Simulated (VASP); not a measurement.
The system is HfO2.

```
CELL_PARAMETERS angstrom
3.60432 0.00000 0.00000
0.00000 3.60432 0.00000
0.00000 0.00000 5.26363
ATOMIC_POSITIONS crystal
Hf 0.50000 0.50000 0.50000
Hf 0.00000 0.00000 0.00000
O 0.00000 0.50000 0.69328
O 0.50000 0.00000 0.80672
O 0.50000 0.00000 0.30672
O 0.00000 0.50000 0.19328
```

```yaml
Program: VASP 6.6.1
Task: relaxation of cell and atoms
Functional: r2SCAN
Potentials_or_basis: VASP PAW PBE potentials, release 64 (Hf_pv, O)
Cutoff: 600 eV
k_mesh: 6 × 6 × 4
Occupations: fermi-dirac, width 0.02 eV
Spin: no spin polarisation
```

At the start: pressure -9.4 GPa; volume 11.40 Å³/atom.

**Question.** Where does the relaxation end?

**Answer.** Over 12 steps the energy falls by 13.6 meV/atom and the volume is 10.91 Å³/atom (-4.2 %); space group P4_2/nmc (No. 137, to 0.1 Å) before and after.

Step by step:
```
step  energy change (eV)  largest force (eV/Å)  pressure (GPa)  volume (Å³)
   1              0.0000                0.1507           -9.41        68.38
   2              0.1486                0.5421           18.95        61.97
   3             -0.0766                0.0805           -0.28        65.93
   4             -0.0766                0.0864            0.00        65.88
   5             -0.0783                0.0806           -0.05        65.81
   6             -0.0794                0.0732           -0.01        65.69
   7             -0.0807                0.0452           -0.06        65.64
   8             -0.0815                0.0038           -0.13        65.57
   9             -0.0816                0.0033            0.14        65.46
  10             -0.0816                0.0037            0.15        65.46
  11             -0.0816                0.0043           -0.16        65.51
  12             -0.0816                0.0007            0.00        65.49
```

Final structure:
```xyz
6
Lattice="3.5595 0.0000 0.0000 0.0000 3.5595 0.0000 0.0000 0.0000 5.1686" Properties=species:S:1:pos:R:3 pbc="T T T"
Hf    1.7797    1.7797    2.5843
Hf    0.0000    0.0000    0.0000
O     0.0000    1.7797    3.6041
O     1.7797    0.0000    4.1488
O     1.7797    0.0000    1.5645
O     0.0000    1.7797    1.0198
```

Caveat: the PAW data sets were made with another functional, which shifts forces and pressure a little.
